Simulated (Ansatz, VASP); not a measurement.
**Nb4Si: VASP beside Ansatz**

```
Nb Si
1.0
     4.41192    0.00000    0.00000
     0.00000    4.41192    0.00000
     0.00000    0.00000    4.41192
Nb Si
4 1
Direct
  0.50000 0.00000 0.00000
  0.00000 0.50000 0.00000
  0.00000 0.00000 0.50000
  0.50000 0.50000 0.50000
  0.00000 0.00000 0.00000
```

Alike in both runs: task relaxation of cell and atoms; functional PBE; k mesh 4 × 4 × 4; occupations gaussian, width 0.1 eV; no spin polarisation.

|  | VASP | Ansatz |
| --- | --- | --- |
| version | VASP 6.6.1 | Ansatz 0.2.0 |
| potentials or method | VASP PAW PBE potentials, release 64 (Nb_sv, Si), cutoff 600 eV | scalar-relativistic, plane waves, PAW |
| valence electrons in the cell | 56 | 56 |

```csv
,VASP,Ansatz,Ansatz less VASP
"gap on the k mesh at the Fermi level, each at its own relaxed structure (eV)",none,none,-
relaxed volume (Å³/atom),20.20,20.19,-0.010
relaxed length of the cell vector where the two differ most in proportion (Å),4.657,4.656,-0.0008
```

A gap of «none» marks a metal or a gap that the smearing closes.

Noted on VASP's run: the volume moved by over 15 % at a fixed basis, so the end points are rough.
